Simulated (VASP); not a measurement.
Input of a VASP 6.6.1 run:

POSCAR

```
MgS
1.0
    4.0286647932      0.0000000000      0.0000000000
   -2.0143323966      3.4889260542      0.0000000000
    0.0000000000      0.0000000000      6.4542161851
Mg S
2 2
Direct
    0.6666666667      0.3333333333      0.4971196678
    0.3333333333      0.6666666667      0.9971196678
    0.3333333333      0.6666666667      0.3778793322
    0.6666666667      0.3333333333      0.8778793322
```

INCAR.step1

```
SYSTEM = MgS
PREC = Accurate ; ENCUT = 520
ISMEAR = 0 ; SIGMA = 0.01
LREAL = .FALSE. ; LASPH = .TRUE.
NELM = 80 ; NBANDS = 16
GGA = PE ; ALGO = Normal
EDIFF = 1E-4 ; LWAVE = .TRUE.
LCHARG = .FALSE.
```

INCAR.step2

```
SYSTEM = MgS
PREC = Accurate ; ENCUT = 520
EDIFF = 1E-6 ; ISMEAR = 0
SIGMA = 0.01 ; LREAL = .FALSE.
LASPH = .TRUE. ; NELM = 80
ALGO = Normal ; ISIF = 2
LWAVE = .FALSE. ; LCHARG = .FALSE.
METAGGA = R2SCAN ; LMIXTAU = .TRUE.
NBANDS = 16 ; ISTART = 1
```

Contents of KPOINTS:

```
Automatic mesh
0
G
  6 6 2
  0 0 0
```

Potentials or basis: VASP PAW PBE potentials, release 64 (Mg, S).

Launch:

```sh
$ cat potpaw_PBE.64/Mg/POTCAR potpaw_PBE.64/S/POTCAR > POTCAR
$ cp INCAR.step1 INCAR
$ mpirun -np 1 vasp_std > vasp.out
$ cp INCAR.step2 INCAR
$ mpirun -np 1 vasp_std > vasp.out
```

(1) What does it give for the pressure?

(2) Estimate the band gap on the k mesh.

(3) Estimate the largest force.

## Answers

(1) -0.3 GPa.

(2) 4.13 eV.

(3) 0.004 eV/Å.

Caveat: the k points lie up to 0.49 Å⁻¹ apart; the PAW data sets were made with another functional, which shifts forces and pressure a little.
